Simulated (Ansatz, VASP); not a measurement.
PbS in VASP and in Ansatz

INCAR

```
PREC = Accurate
ENCUT = 520
EDIFF = 1E-7
ISMEAR = -1
SIGMA = 0.05
LREAL = False
LASPH = True
NELM = 100
ALGO = Normal
ISIF = 2
LWAVE = False
LCHARG = True
GGA = PE
LELF = True
LVHAR = True
NBANDS = 28
```

File KPOINTS:

```
regular mesh
0
Gamma
  6 6 3
```

POSCAR

```
PbS
1.0
    2.9838607981     -2.9828938700      0.0000000000
    2.9838607981      2.9828938700      0.0000000000
   -1.0986781904      0.0000000000     11.1678408944
Pb S
2 2
Direct
    0.7736346200      0.7736346200      0.6277889900
    0.2263653800      0.2263653800      0.3722110100
    0.2704879500      0.2704879500      0.6102676200
    0.7295120500      0.7295120500      0.3897323800
```

input.yaml

```yaml
crystal:
  lattice:
    - [2.9838607981, -2.98289387, 0.0]
    - [2.9838607981, 2.98289387, 0.0]
    - [-1.0986781904, 0.0, 11.1678408944]
  atoms:
    - { symbol: Pb, position: [0.77363462, 0.77363462, 0.62778899] }
    - { symbol: Pb, position: [0.22636538, 0.22636538, 0.37221101] }
    - { symbol: S, position: [0.27048795, 0.27048795, 0.61026762] }
    - { symbol: S, position: [0.72951205, 0.72951205, 0.38973238] }
hamiltonian:
  xc: pbe
  pseudopotentials: { kind: paw }
kpoints:
  mp_grid: { grid: [6, 6, 3] }
scf:
  occupations: { method: fermi_dirac, width: 0.05 }
output:
  forces: true
  stress: true
  eigenvalues: true
```

Alike in both runs: task single point; functional PBE; k mesh 6 × 6 × 3; occupations fermi-dirac, width 0.05 eV; no spin polarisation.

|  | VASP | Ansatz |
| --- | --- | --- |
| version | VASP 6.6.1 | Ansatz 0.2.0 |
| potentials or method | VASP PAW PBE potentials, release 64 (Pb_d, S) | Ansatz PAW |
| plane-wave cutoff (eV) | 520 | 420 |
| valence electrons in the cell | 40 | 40 |

Ansatz gave:

| Item | Value |
| --- | --- |
| gap on the k mesh at the Fermi level (eV) | 2.02 |
| least direct gap on the mesh (eV) | 2.10 |
| rms of the force components (eV/Å) | 0.092 |

Task: Estimate VASP's values.

Result: gap on the k mesh at the Fermi level (eV): 2.02; least direct gap on the mesh (eV): 2.10; rms of the force components (eV/Å): 0.091.

Atom by atom the forces differ by 0.003 eV/Å (rms over components).

Spin-orbit coupling is off throughout. Noted on Ansatz's run: odd divisions of the mesh miss points on the zone boundary, where band edges often lie, so the gap on the mesh can be too wide.
